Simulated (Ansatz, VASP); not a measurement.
One calculation of CdS, two programs

```xyz
2
Lattice="0.0000 2.7268 2.7268 2.7268 0.0000 2.7268 2.7268 2.7268 0.0000" Properties=species:S:1:pos:R:3 pbc="T T T"
Cd    0.0000    0.0000    0.0000
S     2.7268    2.7268    2.7268
```

Alike in both runs: task single point; functional PBE; k mesh 8 × 8 × 8; occupations fermi-dirac, width 0.02 eV; no spin polarisation.

|  | VASP | Ansatz |
| --- | --- | --- |
| version | VASP 6.6.1 | Ansatz 0.2.0 |
| potentials or method | VASP PAW PBE potentials, release 64 (Cd, S) | plane waves, PAW |
| plane-wave cutoff (eV) | 520 | 420 |
| valence electrons in the cell | 18 | 26 |

VASP gave:

```
pressure (GPa) : 2.2
```

Q: Which values does Ansatz return?

A: Pressure (GPa): 1.7.

The functional is the same, so the differences come from potentials, cutoffs and numerics. VASP's potentials hold 18 valence electrons a cell and Ansatz's 26, so a difference there can come from the potentials and not from the codes.
